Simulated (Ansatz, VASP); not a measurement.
# AlN: VASP beside Ansatz

INCAR

```
ALGO = Normal ; EDIFF = 1E-6
EDIFFG = -0.01 ; ENCUT = 600
GGA = VW ; IBRION = 2
ISIF = 3 ; ISMEAR = -1
LASPH = T ; LCHARG = F
LREAL = F ; LWAVE = F
NELM = 80 ; NSW = 60
PREC = Accurate ; SIGMA = 0.05
```

The input KPOINTS:

```
k-points
0
Gamma
  10 10 10
```

File POSCAR:

```
AlN
1.0
    0.0000000000      2.1839935596      2.1839935596
    2.1839935596      0.0000000000      2.1839935596
    2.1839935596      2.1839935596      0.0000000000
Al N
1 1
Direct
    0.0000000000      0.0000000000      0.0000000000
    0.2500000000      0.2500000000      0.2500000000
```

The input input.yaml:

```yaml
crystal:
  lattice:
    - [0.0, 2.1839935596, 2.1839935596]
    - [2.1839935596, 0.0, 2.1839935596]
    - [2.1839935596, 2.1839935596, 0.0]
  atoms:
    - { symbol: Al, position: [0.0, 0.0, 0.0] }
    - { symbol: "N", position: [0.25, 0.25, 0.25] }
hamiltonian:
  xc: { exchange: slater, correlation: vwn5 }
  pseudopotentials: { kind: paw }
kpoints:
  mp_grid: { grid: [10, 10, 10] }
scf:
  occupations: { method: fermi_dirac, width: 0.05 }
output:
  forces: true
  stress: true
relax:
  f_tol: 0.01
  max_steps: 40
  cell: { stress_tol: 0.05 }
```

Alike in both runs: task relaxation of cell and atoms; functional SVWN5; k mesh 10 × 10 × 10; occupations fermi-dirac, width 0.05 eV; no spin polarisation.

|  | VASP | Ansatz |
| --- | --- | --- |
| version | VASP 6.6.1 | Ansatz 0.2.0 |
| potentials or method | VASP PAW PBE potentials, release 64 (Al, N) | Ansatz PAW |
| plane-wave cutoff (eV) | 600 | 420 |
| valence electrons in the cell | 8 | 8 |

|  | VASP | Ansatz | Ansatz less VASP |
| --- | --- | --- | --- |
| relaxed volume (Å³/atom) | 10.26 | 10.23 | -0.033 |
| relaxed cell length with the largest relative difference (Å) | 3.073 | 3.070 | -0.0033 |

VASP's potentials were made for PBE, not for SVWN5.

Noted on Ansatz's run: the plane-wave basis is chosen anew once the cell has moved, so the energies of steps on either side of that aren't comparable.
